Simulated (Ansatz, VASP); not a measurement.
## Two plane-wave programs on SrO

```
CELL_PARAMETERS angstrom
4.01810 0.00000 0.00000
-2.00905 3.47978 0.00000
0.00000 0.00000 4.84092
ATOMIC_POSITIONS crystal
Sr 0.33333 0.66667 0.93750
Sr 0.66667 0.33333 0.43750
O 0.33333 0.66667 0.43750
O 0.66667 0.33333 0.93750
```

Change from the starting cell: hydrostatic strain -5.9%.

Alike in both runs: task single point; functional r2SCAN; k mesh 12 × 12 × 6; no spin polarisation.

|  | VASP | Ansatz |
| --- | --- | --- |
| version | VASP 6.6.1 | Ansatz 0.2.0 |
| potentials or method | VASP PAW PBE potentials, release 64 (Sr_sv, O) | plane waves, PAW |
| plane-wave cutoff (eV) | 520 | 500 |
| occupations | gaussian, width 0.01 eV | fixed |
| valence electrons in the cell | 32 | 32 |

```csv
,VASP,Ansatz,Ansatz less VASP
gap on the k mesh at the Fermi level (eV),3.48,3.45,-0.030
pressure (GPa),21.5,20.4,-1.08
"traceless stress, the component that is largest in VASP (GPa)",1.82,1.80,-0.020
```

VASP's potentials were made for PBE, not for r2SCAN.
